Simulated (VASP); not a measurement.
Crystal: H.

```xyz
2
Lattice="-1.6915 1.6915 2.0585 1.6915 -1.6915 2.0585 1.6915 1.6915 -2.0585" Properties=species:S:1:pos:R:3 pbc="T T T"
H     0.0000    0.0000    0.3711
H     0.0000    0.0000    3.7459
```

```yaml
Program: VASP 6.6.1
Task: relaxation of cell and atoms
Functional: PBEsol
Potentials_or_basis: VASP PAW PBE potentials, release 64 (H)
Cutoff: 600 eV
k_mesh: 11 × 11 × 11
Occupations: fermi-dirac, width 0.05 eV
Spin: no spin polarisation
```

At the start: pressure 1.1 GPa; volume 11.78 Å³/atom.

**Question.** Where does the relaxation end?

**Answer.** Over 4 steps the energy falls by 2.5 meV/atom and the volume is 11.81 Å³/atom (+0.3 %); space group I4/mmm (No. 139, to 0.05 Å).

Step by step:
```tsv
step	energy change (eV)	largest force (eV/Å)	pressure (GPa)	volume (Å³)
1	0.0000	0.5976	1.08	23.56
2	0.0309	1.3888	-2.47	23.83
3	-0.0051	0.0162	0.04	23.63
4	-0.0051	0.0041	0.07	23.63
```

Final structure:
```
H
1.0
    -1.69163    1.69163    2.06427
     1.69163   -1.69163    2.06427
     1.69163    1.69163   -2.06427
H
2
Direct
  0.09198 0.09198 0.00000
  0.90802 0.90802 0.00000
```

Caveat: the PAW data sets were made with another functional, which shifts forces and pressure a little.
